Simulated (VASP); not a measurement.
# BN (P6_3mc) in VASP: a series of runs, part 2 of 2

VASP 6.6.1.

## Step 3: Single point, PBEsol

INCAR reads:

```
PREC = Accurate
ENCUT = 520
EDIFF = 1E-7
ISMEAR = 0
SIGMA = 0.01
LREAL = F
LASPH = T
NELM = 100
ALGO = Normal
ISIF = 2
LWAVE = F
LCHARG = F
GGA = PS
NBANDS = 16
```

KPOINTS reads:

```
Automatic mesh
0
Gamma
  12 12 4
```

POSCAR reads:

```
BN
1.0
    2.5360000000      0.0000000000      0.0000000000
   -1.2680000000      2.1962404200      0.0000000000
    0.0000000000      0.0000000000      4.1990000000
B N
2 2
Direct
    0.6666666700      0.3333333300      0.0000000000
    0.3333333300      0.6666666700      0.5000000000
    0.6666666700      0.3333333300      0.3750000000
    0.3333333300      0.6666666700      0.8750000000
```

Potentials or basis: VASP PAW PBE potentials, release 64 (B, N).

The run is started by

```bash
> cat potpaw_PBE.64/B/POTCAR potpaw_PBE.64/N/POTCAR > POTCAR
> mpirun -np 1 vasp_std > vasp.out
```

OUTCAR:

```text
PREC = Accurate
   ENCUT = 520
   EDIFF = 1E-7
   ISMEAR = 0
   LREAL = F
   LASPH = T
   NELM = 100
   ISIF = 2
   GGA = PS

 ion  position               nearest neighbor table
   1  0.667  0.333  0.000-   4 1.56   4 1.56   4 1.56   3 1.57
   2  0.333  0.667  0.500-   3 1.56   3 1.56   3 1.56   4 1.57
   3  0.667  0.333  0.375-   2 1.56   2 1.56   2 1.56   1 1.57
   4  0.333  0.667  0.875-   1 1.56   1 1.56   1 1.56   2 1.57

  LATTYP: Found a hexagonal cell.
 ALAT       =     2.5360000000
 C/A-ratio  =     1.6557570978

  Lattice vectors:

 A1 = (   2.5360000000,   0.0000000000,   0.0000000000)
 A2 = (  -1.2680000000,   2.1962404200,   0.0000000000)
 A3 = (   0.0000000000,   0.0000000000,   4.1990000000)

Analysis of symmetry for initial positions (statically):
=====================================================================
 Subroutine PRICEL returns:
 Original cell was already a primitive cell.

 Routine SETGRP: Setting up the symmetry group for a
 hexagonal supercell.

 Subroutine GETGRP returns: Found 12 space group operations
 (whereof  6 operations were pure point group operations)
 out of a pool of 24 trial point group operations.

The static configuration has the point symmetry C_3v.
 The point group associated with its full space group is C_6v.

Analysis of symmetry for dynamics (positions and initial velocities):
=====================================================================
 Subroutine PRICEL returns:
 Original cell was already a primitive cell.

 Routine SETGRP: Setting up the symmetry group for a
 hexagonal supercell.

 Subroutine GETGRP returns: Found 12 space group operations
 (whereof  6 operations were pure point group operations)
 out of a pool of 24 trial point group operations.

The dynamic configuration has the point symmetry C_3v.
 The point group associated with its full space group is C_6v.

 Subroutine INISYM returns: Found 12 space group operations
 (whereof  6 operations are pure point group operations),
 and found     1 'primitive' translations

----------------------------------------------------------------------------------------

                                     Primitive cell

  volume of cell :      23.3870

  direct lattice vectors                    reciprocal lattice vectors
     2.536000000  0.000000000  0.000000000     0.394321767  0.227661778  0.000000000
    -1.268000000  2.196240420  0.000000000     0.000000000  0.455323557  0.000000000
     0.000000000  0.000000000  4.199000000     0.000000000  0.000000000  0.238151941

  length of vectors
     2.536000000  2.535999997  4.199000000     0.455323556  0.455323557  0.238151941

  position of ions in fractional coordinates (direct lattice)
     0.666666670  0.333333330  0.000000000
     0.333333330  0.666666670  0.500000000
     0.666666670  0.333333330  0.375000000
     0.333333330  0.666666670  0.875000000

  ion indices of the primitive-cell ions
   primitive index   ion index
                 1           1
                 2           2
                 3           3
                 4           4

----------------------------------------------------------------------------------------

 KPOINTS: Automatic mesh

Automatic generation of k-mesh.
 Grid dimensions read from file:
 generate k-points for:   12   12    4

 Generating k-lattice:

  Cartesian coordinates                     Fractional coordinates (reciprocal lattice)
     0.032860147  0.018971815  0.000000000     0.083333333  0.000000000  0.000000000
     0.000000000  0.037943630  0.000000000     0.000000000  0.083333333  0.000000000
     0.000000000  0.000000000  0.059537985     0.000000000  0.000000000  0.250000000

  Length of vectors
     0.037943630  0.037943630  0.059537985

  Shift w.r.t. Gamma in fractional coordinates (k-lattice)
     0.000000000  0.000000000  0.000000000

 Subroutine IBZKPT returns following result:
 ===========================================

 Found     57 irreducible k-points:

 Following reciprocal coordinates:
            Coordinates               Weight
  0.000000  0.000000  0.000000      1.000000
  0.083333 -0.000000  0.000000      6.000000
  0.166667  0.000000  0.000000      6.000000
  0.250000 -0.000000  0.000000      6.000000
  0.333333  0.000000  0.000000      6.000000
  0.416667 -0.000000  0.000000      6.000000
[... 16 lines left out ...]
  0.250000 -0.000000  0.250000     12.000000
  0.333333  0.000000  0.250000     12.000000
 [... further k-points ...]
   k-points           NKPTS =     57   k-points in BZ     NKDIM =     57   number of bands    NBANDS=     16
   number of dos      NEDOS =    301   number of ions     NIONS =      4
   total plane-waves  NPLWV =  12800
   dimension x,y,z NGX =    20 NGY =   20 NGZ =   32
   dimension x,y,z NGXF=    40 NGYF=   40 NGZF=   64
   ions per type =               2   2
   NGX,Y,Z   is equivalent  to a cutoff of  13.11, 13.11, 12.67 a.u.
   NGXF,Y,Z  is equivalent  to a cutoff of  26.22, 26.22, 25.34 a.u.
 SYSTEM =  unknown system
   PREC   = accura    normal or accurate (medium, high low for compatibility)
   ISTART =      0    job   : 0-new  1-cont  2-samecut
   ICHARG =      2    charge: 1-file 2-atom 10-const
   ISPIN  =      1    spin polarized calculation?
   LNONCOLLINEAR =      F non collinear calculations
   LSORBIT =      F    spin-orbit coupling
   LASPH  =      T    aspherical Exc in radial PAW
   ENCUT  =  520.0 eV  38.22 Ry    6.18 a.u.   4.72  4.72  7.81*2*pi/ulx,y,z
   NELM   =    100;   NELMIN=  2; NELMDL= -5     # of ELM steps
   EDIFF  = 0.1E-06   stopping-criterion for ELM
   LREAL  =      F    real-space projection
   EDIFFG = 0.1E-05   stopping-criterion for IOM
   NSW    =      0    number of steps for IOM
   IBRION =     -1    ionic relax: 0-MD 1-quasi-New 2-CG
   NFREE  =      0    steps in history (QN), initial steepest desc. (CG)
   ISIF   =      2    stress and relaxation
   ISYM   =      2    0-nonsym 1-usesym 2-fastsym
   POTIM  = 0.5000    time-step for ionic-motion
   TEBEG  =    0.0;   TEEND  =   0.0 temperature during run
   PSTRESS=    0.0 pullay stress
   NELECT =      16.0000    total number of electrons
   NUPDOWN=      -1.0000    fix difference up-down
   EMIN   =  10.00;   EMAX   =-10.00  energy-range for DOS
   EFERMI =   0.00;   METHOD = LEGACY
   ISMEAR =     0;   SIGMA  =   0.01  broadening in eV -4-tet -1-fermi 0-gaus
   EFERMI_NEDOS =   21; number of points for ismear=-14 and -15
   IALGO  =     38    algorithm
   IMIX   =      4    mixing-type and parameters
     AMIX     =   0.40;   BMIX     =  1.00
     AMIX_MAG =   1.60;   BMIX_MAG =  1.00
  volume/ion in A,a.u.               =       5.85        39.46
  Fermi-wavevector in a.u.,A,eV,Ry     =   1.442524  2.725976 28.312044  2.080877
  Thomas-Fermi vector in A             =   2.561035
   LORBIT       =      0    0 simple, 1 ext, 2 COOP (PROOUT), +10 PAW based schemes
   GGA     = PS    functional components
   LHFCALC =     F    Hartree Fock is set to
   AEXX    =    0.0000 exact exchange contribution
   IVDW    =     0    specifies the selected vdW correction
   LEPSILON=     F    determine dielectric tensor
   LRPA    =     F    only Hartree local field effects (RPA)
 non-spin polarized calculation
 Gauss-broadening in eV      SIGMA  =   0.01
  energy-cutoff  :      520.00
  volume of cell :       23.39
 maximum number of plane-waves:       652
 NGX is ok and might be reduce to    20
   NGX =  9   NGY =  9   NGZ = 15

 number of electron      15.9999999 magnetization

 Free energy of the ion-electron system (eV)
  ---------------------------------------------------
  ext. energy  EPLUGINS =         0.00000000
  ---------------------------------------------------
  free energy    TOTEN  =       -36.62427621 eV

  energy without entropy =      -36.62427621  energy(sigma->0) =      -36.62427621

 E-fermi :   7.7745     XC(G=0): -13.0567

 val. band max:        7.6411818368   @ k =   0.0000   0.0000   0.0000
 cond. band min:      12.6111867602   @ k =   0.3333   0.3333   0.0000
 fundamental gap:      4.9700049233
 Fermi energy:         7.7745157074

 k-point     1 :       0.0000    0.0000    0.0000
  band No.  band energies     occupation
      1     -12.9006      2.00000
      2      -8.6563      2.00000
      3      -3.4585      2.00000
      4       5.4957      2.00000
      5       5.4957      2.00000
      6       7.3883      2.00000
[... 8 lines left out ...]
     15      19.5756      0.00000
     16      23.8352      0.00000
[... 420 lines left out ...]
  band No.  band energies     occupation
      1     -10.2276      2.00000
      2      -7.9724      2.00000
      3      -1.2120      2.00000
      4       0.7233      2.00000
      5       1.3380      2.00000
      6       3.4557      2.00000
[... 8 lines left out ...]
     15      23.3157      0.00000
     16      24.1144      0.00000

 [... further k-points ...]
[... 5 lines left out ...]
  --------------------------------------------------------------------------------------
  -------------------------------------------------------------------------------------
  Total        0.4308384      0.4308384      0.2718711      0.0000000      0.0000000      0.0000000
  in kB       29.5154881     29.5154880     18.6250987      0.0000000      0.0000000      0.0000000
  external PRESSURE =      25.8853582 kB  Pullay stress =       0.0000000 kB

 VOLUME and BASIS-vectors are now :
 -----------------------------------------------------------------------------
  energy-cutoff  :      520.00
  volume of cell :       23.39
      direct lattice vectors                 reciprocal lattice vectors
     2.536000000  0.000000000  0.000000000     0.394321767  0.227661778  0.000000000
    -1.268000000  2.196240420  0.000000000     0.000000000  0.455323557  0.000000000
     0.000000000  0.000000000  4.199000000     0.000000000  0.000000000  0.238151941

 POSITION                                       TOTAL-FORCE (eV/Angst)
 -----------------------------------------------------------------------------------
      1.26800      0.73208      0.00000         0.000000      0.000000      0.061901
     -0.00000      1.46416      2.09950         0.000000     -0.000000      0.061901
      1.26800      0.73208      1.57462         0.000000      0.000000     -0.061901
     -0.00000      1.46416      3.67413        -0.000000      0.000000     -0.061901
 -----------------------------------------------------------------------------------
    total drift:                                0.000001     -0.000000     -0.000177

  FREE ENERGIE OF THE ION-ELECTRON SYSTEM (eV)
  ---------------------------------------------------
  free  energy   TOTEN  =       -36.6242762052 eV

  energy  without entropy=      -36.6242762052  energy(sigma->0) =      -36.62427621
```

OSZICAR:

```text
N       E                     dE             d eps       ncg     rms          rms(c)
DAV:   1     0.382740282714E+02    0.38274E+02   -0.83236E+03  1840   0.974E+02
DAV:   2    -0.361828849155E+02   -0.74457E+02   -0.69278E+02  2632   0.231E+02
DAV:   3    -0.385545708118E+02   -0.23717E+01   -0.23654E+01  2120   0.375E+01
DAV:   4    -0.385600676075E+02   -0.54968E-02   -0.54963E-02  2152   0.207E+00
DAV:   5    -0.385600818394E+02   -0.14232E-04   -0.14232E-04  2080   0.979E-02    0.937E+00
DAV:   6    -0.368327361902E+02    0.17273E+01   -0.20395E+00  2312   0.129E+01    0.454E+00
DAV:   7    -0.366657317769E+02    0.16700E+00   -0.30177E-01  2304   0.436E+00    0.270E+00
DAV:   8    -0.366253930448E+02    0.40339E-01   -0.50467E-02  2248   0.174E+00    0.246E-01
DAV:   9    -0.366241958143E+02    0.11972E-02   -0.20129E-03  2136   0.504E-01    0.128E-01
DAV:  10    -0.366242749403E+02   -0.79126E-04   -0.25164E-04  2224   0.129E-01    0.198E-02
DAV:  11    -0.366242757362E+02   -0.79589E-06   -0.18706E-05  2320   0.399E-02    0.113E-02
DAV:  12    -0.366242761780E+02   -0.44181E-06   -0.25400E-06  2216   0.159E-02    0.126E-03
DAV:  13    -0.366242762052E+02   -0.27144E-07   -0.73947E-08  1096   0.286E-03
   1 F= -.36624276E+02 E0= -.36624276E+02  d E =-.121028E-81
```

It took 32 s on 1 thread of AMD EPYC 7R13, shared host; peak memory 0.11 GiB.

Results:

```
Free energy            : -36.6243 eV
Pressure               : 2.6 GPa
Largest force          : 0.062 eV/Å
Band gap on the k mesh : 4.97 eV, indirect (least direct gap 8.27 eV)
```

Forces on the atoms (eV/Å):
```
B    0.000  0.000  0.062
B    0.000  0.000  0.062
N    0.000  0.000 -0.062
N    0.000  0.000 -0.062
```

Stress tensor (GPa, compression positive):
```
2.95 0.00 0.00
0.00 2.95 0.00
0.00 0.00 1.86
```

Caveat: the PAW data sets were made with another functional, which shifts forces and pressure a little. A k mesh can miss the band edges.
